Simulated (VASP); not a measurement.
# Al2O3 (Corundum) (R-3c) in VASP: a series of runs, part 2 of 2

VASP 6.6.1. Earlier steps stand in the parts before.

**4. Relaxation of the atoms, PBE**

This run uses another cell than the first one, of 8.50 Å³/atom, 0.916 times its volume.

Input file INCAR:

```
ALGO = Normal
EDIFF = 1E-7
EDIFFG = -0.01
ENCUT = 520
GGA = PE
GGA_COMPAT = F
IBRION = 2
ISIF = 2
ISMEAR = 0
LASPH = T
LCHARG = F
LREAL = F
LWAVE = F
NELM = 120
NELMIN = 4
NSW = 60
PREC = Accurate
SIGMA = 0.02
```

Input file KPOINTS:

```
k-points
0
Gamma
  6 6 6
```

Input file POSCAR:

```
Al2O3
1.0
    2.3802500000      1.3742379782      4.3318666667
   -2.3802500000      1.3742379782      4.3318666667
    0.0000000000     -2.7484759565      4.3318666667
Al O
4 6
Direct
    0.3521600000      0.3521600000      0.3521600000
    0.1478400000      0.1478400000      0.1478400000
    0.6478400000      0.6478400000      0.6478400000
    0.8521600000      0.8521600000      0.8521600000
    0.5566800000      0.9433200000      0.2500000000
    0.2500000000      0.5566800000      0.9433200000
    0.9433200000      0.2500000000      0.5566800000
    0.4433200000      0.0566800000      0.7500000000
    0.7500000000      0.4433200000      0.0566800000
    0.0566800000      0.7500000000      0.4433200000
```

Potentials or basis: VASP PAW PBE potentials, release 64 (Al, O).

Launch:

```console
$ cat potpaw_PBE.64/Al/POTCAR potpaw_PBE.64/O/POTCAR > POTCAR
$ mpirun -np 1 vasp_std > vasp.out
```

OUTCAR:

```text
EDIFF = 1E-7
   EDIFFG = -0.01
   ENCUT = 520
   GGA = PE
   IBRION = 2
   ISIF = 2
   ISMEAR = 0
   LASPH = T
   LREAL = F
   NELM = 120
   NELMIN = 4
   NSW = 60
   PREC = Accurate

 ion  position               nearest neighbor table
   1  0.352  0.352  0.352-   9 1.85  10 1.85   8 1.85   7 1.97   5 1.97   6 1.97   2 2.66   3 2.79
                             3 2.79   3 2.79   2 3.22   2 3.22   2 3.22
   2  0.148  0.148  0.148-  10 1.85   9 1.85   8 1.85   6 1.97   5 1.97   7 1.97   1 2.66   4 2.79
                             4 2.79   4 2.79   1 3.22   1 3.22   1 3.22
   3  0.648  0.648  0.648-   6 1.85   7 1.85   5 1.85  10 1.97   8 1.97   9 1.97   4 2.66   1 2.79
                             1 2.79   1 2.79   4 3.22   4 3.22   4 3.22
   4  0.852  0.852  0.852-   7 1.85   6 1.85   5 1.85   9 1.97   8 1.97  10 1.97   3 2.66   2 2.79
                             2 2.79   2 2.79   3 3.22   3 3.22   3 3.22
   5  0.557  0.943  0.250-   3 1.85   4 1.85   1 1.97   2 1.97
   6  0.250  0.557  0.943-   3 1.85   4 1.85   2 1.97   1 1.97
   7  0.943  0.250  0.557-   4 1.85   3 1.85   1 1.97   2 1.97
   8  0.443  0.057  0.750-   1 1.85   2 1.85   3 1.97   4 1.97
   9  0.750  0.443  0.057-   1 1.85   2 1.85   4 1.97   3 1.97
  10  0.057  0.750  0.443-   2 1.85   1 1.85   3 1.97   4 1.97

  LATTYP: Found a trigonal (rhomboedric) cell.
 ALAT       =     5.1302230849
 COS(alpha) =     0.5694707703

  Lattice vectors:

 A1 = (   2.3802500000,   1.3742379782,   4.3318666667)
 A2 = (  -2.3802500000,   1.3742379782,   4.3318666667)
 A3 = (   0.0000000000,  -2.7484759565,   4.3318666667)

Analysis of symmetry for initial positions (statically):
=====================================================================
 Subroutine PRICEL returns:
 Original cell was already a primitive cell.

 Routine SETGRP: Setting up the symmetry group for a
 trigonal (rhombohedral) supercell.

 Subroutine GETGRP returns: Found 12 space group operations
 (whereof  6 operations were pure point group operations)
 out of a pool of 12 trial point group operations.

The static configuration has the point symmetry S_6 .
 The point group associated with its full space group is D_3d.
[... 215 lines left out ...]

  FREE ENERGIE OF THE ION-ELECTRON SYSTEM (eV)
  ---------------------------------------------------
  free  energy   TOTEN  =       -74.7523378229 eV

  energy  without entropy=      -74.7523378229  energy(sigma->0) =      -74.75233782

--------------------------------------- Ionic step        2  -------------------------------------------

 number of electron      48.0000013 magnetization

 Free energy of the ion-electron system (eV)
  ---------------------------------------------------
  ext. energy  EPLUGINS =         0.00000000
  ---------------------------------------------------
  free energy    TOTEN  =       -74.75247117 eV

  energy without entropy =      -74.75247117  energy(sigma->0) =      -74.75247117

 E-fermi :   6.2658     XC(G=0): -11.6851

 val. band max:        6.1365701254   @ k =   0.0000   0.0000   0.0000
 cond. band min:      12.3585758278   @ k =   0.0000   0.0000   0.0000
 fundamental gap:      6.2220057024
 Fermi energy:         6.2658316511

 k-point     1 :       0.0000    0.0000    0.0000
  band No.  band energies     occupation
      1     -13.1055      2.00000
      2     -10.7719      2.00000
      3     -10.4913      2.00000
      4     -10.4913      2.00000
      5     -10.1744      2.00000
      6     -10.1744      2.00000
[... 781 lines left out ...]
     29      16.6454      0.00000
     30      17.3355      0.00000

 [... further k-points ...]
[... 5 lines left out ...]
  --------------------------------------------------------------------------------------
  -------------------------------------------------------------------------------------
  Total        3.9239917      3.9239917      3.6225962      0.0000000     -0.0000000      0.0000000
  in kB       73.9482354     73.9482354     68.2683902      0.0000000     -0.0000000      0.0000000
  external PRESSURE =      72.0549537 kB  Pullay stress =       0.0000000 kB

 VOLUME and BASIS-vectors are now :
 -----------------------------------------------------------------------------
  energy-cutoff  :      520.00
  volume of cell :       85.02
      direct lattice vectors                 reciprocal lattice vectors
     2.380250000  1.374237978  4.331866667     0.210061968  0.121279334  0.076949121
    -2.380250000  1.374237978  4.331866667    -0.210061968  0.121279334  0.076949121
     0.000000000 -2.748475957  4.331866667     0.000000000 -0.242558668  0.076949121

 POSITION                                       TOTAL-FORCE (eV/Angst)
 -----------------------------------------------------------------------------------
      0.00000     -0.00000      4.57524         0.000000     -0.000000      0.001434
      0.00000     -0.00000      1.92256         0.000000      0.000000     -0.001434
      0.00000     -0.00000      8.42036         0.000000      0.000000     -0.001434
      0.00000     -0.00000     11.07304         0.000000     -0.000000      0.001434
     -0.92155      1.37424      7.58077         0.007224     -0.000000     -0.000000
     -0.72935     -1.48521      7.58077        -0.003612      0.006256     -0.000000
      1.65090      0.11097      7.58077        -0.003612     -0.006256     -0.000000
      0.92155     -1.37424      5.41483        -0.007224     -0.000000      0.000000
      0.72935      1.48521      5.41483         0.003612     -0.006256     -0.000000
     -1.65090     -0.11097      5.41483         0.003612      0.006256     -0.000000
 -----------------------------------------------------------------------------------
    total drift:                               -0.000000      0.000000     -0.000000

  FREE ENERGIE OF THE ION-ELECTRON SYSTEM (eV)
  ---------------------------------------------------
  free  energy   TOTEN  =       -74.7524711672 eV

  energy  without entropy=      -74.7524711672  energy(sigma->0) =      -74.75247117

 reached required accuracy - stopping structural energy minimisation
```

OSZICAR:

```text
N       E                     dE             d eps       ncg     rms          rms(c)
DAV:   1     0.260885783551E+03    0.26089E+03   -0.25941E+04  1920   0.153E+03
DAV:   2    -0.689042871742E+02   -0.32979E+03   -0.31962E+03  2534   0.319E+02
[... 14 lines left out ...]
       N       E                     dE             d eps       ncg     rms          rms(c)
DAV:   1    -0.747523746414E+02   -0.36859E-04   -0.60594E-02  1980   0.166E+00    0.411E-02
DAV:   2    -0.747524954201E+02   -0.12078E-03   -0.15187E-03  2298   0.247E-01    0.241E-02
DAV:   3    -0.747524774526E+02    0.17968E-04   -0.18410E-05  2322   0.361E-02    0.141E-02
DAV:   4    -0.747524706456E+02    0.68070E-05   -0.30183E-05  2274   0.413E-02    0.220E-03
DAV:   5    -0.747524711982E+02   -0.55266E-06   -0.60618E-06  2250   0.165E-02    0.166E-03
DAV:   6    -0.747524711672E+02    0.31005E-07   -0.17796E-07  1568   0.326E-03
   2 F= -.74752471E+02 E0= -.74752471E+02  d E =-.133344E-03
```

CONTCAR:

```text
Al2O3
   1.00000000000000
     2.3802500000000002    1.3742379782000000    4.3318666666999999
    -2.3802500000000002    1.3742379782000000    4.3318666666999999
     0.0000000000000000   -2.7484759565000001    4.3318666666999999
  Al              O
     4     6
Direct
     0.3520604527841418    0.3520604527841418    0.3520604527841418
     0.1479395472158581    0.1479395472158581    0.1479395472158581
     0.6479395472158581    0.6479395472158581    0.6479395472158581
     0.8520604527841419    0.8520604527841419    0.8520604527841419
     0.5564172169449868    0.9435827830550132    0.2500000000000000
     0.2500000000000000    0.5564172169449868    0.9435827830550132
     0.9435827830550132    0.2500000000000000    0.5564172169449868
     0.4435827830550131    0.0564172169449869    0.7500000000000000
     0.7500000000000000    0.4435827830550131    0.0564172169449869
     0.0564172169449869    0.7500000000000000    0.4435827830550131

  0.00000000E+00  0.00000000E+00  0.00000000E+00
  0.00000000E+00  0.00000000E+00  0.00000000E+00
  0.00000000E+00  0.00000000E+00  0.00000000E+00
  0.00000000E+00  0.00000000E+00  0.00000000E+00
  0.00000000E+00  0.00000000E+00  0.00000000E+00
  0.00000000E+00  0.00000000E+00  0.00000000E+00
  0.00000000E+00  0.00000000E+00  0.00000000E+00
  0.00000000E+00  0.00000000E+00  0.00000000E+00
  0.00000000E+00  0.00000000E+00  0.00000000E+00
  0.00000000E+00  0.00000000E+00  0.00000000E+00
```

It took 4.2 min on 1 thread of Intel Xeon 8259CL, shared host; peak memory 0.27 GiB.

Results:

```
Free energy                  : -74.7525 eV
Energy gained by relaxing    : 0.0 meV/atom
Ionic steps                  : 2
Pressure after relaxing      : 7.2 GPa
Largest force after relaxing : 0.007 eV/Å
Band gap on the k mesh       : 6.22 eV, direct
```

Forces in eV/Å, atoms in the order of the input:
```
Al   0.000  0.000  0.001
Al   0.000  0.000 -0.001
Al   0.000  0.000 -0.001
Al   0.000  0.000  0.001
O    0.007  0.000  0.000
O   -0.004  0.006  0.000
O   -0.004 -0.006  0.000
O   -0.007  0.000  0.000
O    0.004 -0.006  0.000
O    0.004  0.006  0.000
```

The path:
```
step  energy change (eV)  largest force (eV/Å)  pressure (GPa)
   1              0.0000                0.0268            7.20
   2             -0.0001                0.0072            7.21
```

Final structure:
```
CELL_PARAMETERS angstrom
2.38025 1.37424 4.33187
-2.38025 1.37424 4.33187
0.00000 -2.74848 4.33187
ATOMIC_POSITIONS crystal
Al 0.35206 0.35206 0.35206
Al 0.14794 0.14794 0.14794
Al 0.64794 0.64794 0.64794
Al 0.85206 0.85206 0.85206
O 0.55642 0.94358 0.25000
O 0.25000 0.55642 0.94358
O 0.94358 0.25000 0.55642
O 0.44358 0.05642 0.75000
O 0.75000 0.44358 0.05642
O 0.05642 0.75000 0.44358
```

Levels at points of the mesh, in eV from the valence-band top:
```
           k point  band 20  band 21  band 22  band 23  band 24  band 25  band 26  band 27  band 28  band 29
(0.00, 0.00, 0.00)    -0.49    -0.49    -0.04    -0.04     0.00     6.22     9.14    10.74    11.53    11.53
(0.50, 0.00, 0.00)    -1.32    -0.90    -0.90    -0.27    -0.27     9.47     9.47     9.64     9.64    11.79
(0.50, 0.50, 0.00)    -1.30    -1.02    -0.91    -0.74    -0.25     9.64     9.72     9.94    10.41    11.15
(0.50, 0.50, 0.50)    -2.00    -0.38    -0.38    -0.38    -0.38     8.68     8.68    11.10    11.10    12.49
```

A k mesh can miss the band edges. Expect the measured gap to be larger: semilocal functionals such as PBE lack the derivative discontinuity.

**5. Overview**

```tsv
task	cell	cutoff (eV)	gap on the mesh (eV)	pressure (GPa)
relaxation of shape and atoms at fixed volume	relaxed from a = 5.285 Å, angles 55.3°, 10 atoms	600	5.16	-12.4
relaxation of shape and atoms at fixed volume	relaxed from a = 5.353 Å, angles 55.2°, 10 atoms	600	4.72	-18.5
relaxation of the atoms	atoms relaxed from a = 5.130 Å, angles 55.3°, 10 atoms	520	6.22	7.2
```

Alike in all rows: level PBE; potentials or basis VASP PAW PBE potentials, release 64 (Al, O); no spin polarisation; k mesh 6 × 6 × 6; smearing gaussian 0.02 eV.

Total energies depend on the potentials used, so only differences within one code and one set of settings carry meaning.
